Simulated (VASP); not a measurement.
Pt, 1 atom in the cell. It takes space group Fm-3m (No. 225, cubic). The conventional cell has a = 4.087 Å, b = 4.087 Å, c = 4.087 Å, α = 90.00°, β = 90.00°, γ = 90.00°. Pt (site symmetry m-3m) has 12 Pt at 2.89 Å within 3.8 Å. 

| Item | Value |
| --- | --- |
| Program | VASP 6.6.1 |
| Task | single point |
| Functional | PBEsol |
| Potentials or basis | VASP PAW PBE potentials, release 64 (Pt) |
| Cutoff | 520 eV |
| k mesh | 22 × 22 × 22 |
| Occupations | gaussian, width 0.15 eV |
| Spin | collinear spin |
| Starting moments | [0.4] μB |
| Fixed moment | 0.4 μB |
| Dipole correction | no |
| Further INCAR settings | ALGO = Normal; EDIFF = 1e-06; NBANDS = 15 |

Potentials or basis: VASP PAW PBE potentials, release 64 (Pt).

Run with:

```console
$ cat potpaw_PBE.64/Pt/POTCAR > POTCAR
$ mpirun -np 1 vasp_std > vasp.out
```

Hardware: 1 thread of AMD EPYC 9R45 96-Core Processor (Zen 5) (shared host).

Q: How long does it take, and how much memory?

A: Wall time 100 s on 1 thread of AMD EPYC 9R45 96-Core Processor (Zen 5), on a shared host, peak memory 0.22 GiB. Counts: scf iterations 12, k points 328.
